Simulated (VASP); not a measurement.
Here is a VASP 6.6.1 calculation.

Contents of INCAR:

```
SYSTEM = CdO
ALGO     = Normal         ! electronic algorithm
EDIFF    = 1E-6           ! SCF threshold, eV
ENCUT    = 600            ! plane-wave cutoff, eV
GGA      = CA             ! functional
GGA_COMPAT= .False.      
ISIF     = 2              ! what is computed and relaxed
ISMEAR   = -1             ! smearing method
LASPH    = .True.         ! aspherical terms in the spheres
LCHARG   = .False.        ! write CHGCAR
LREAL    = .False.        ! projectors in reciprocal space
LWAVE    = .False.        ! write WAVECAR
NBANDS   = 16             ! bands
NELM     = 120            ! most SCF steps
PREC     = Accurate       ! precision mode
SIGMA    = 0.58           ! smearing width, eV
```

File KPOINTS:

```
k-points
0
Gamma
  4 4 4
  0 0 0
```

File POSCAR:

```
CdO
1.0
    0.0000000000      2.3609927699      2.3609927699
    2.3609927699      0.0000000000      2.3609927699
    2.3609927699      2.3609927699      0.0000000000
Cd O
1 1
Direct
    0.0000000000      0.0000000000      0.0000000000
    0.5000000000      0.5000000000      0.5000000000
```

Potentials or basis: VASP PAW LDA potentials, release 64 (Cd, O).

Command:

```bash
$ cat potpaw_LDA.64/Cd/POTCAR potpaw_LDA.64/O/POTCAR > POTCAR
$ mpirun -np 1 vasp_std > vasp.out
```

**Question.** Predict the pressure.

**Answer.** -5.1 GPa.

**Question.** What does it give for the band gap on the k mesh?

**Answer.** Zero (band 9 reaches 1.61 eV, above the bottom of band 10 at 1.09 eV).

Caveat: the k points lie up to 0.58 Å⁻¹ apart.
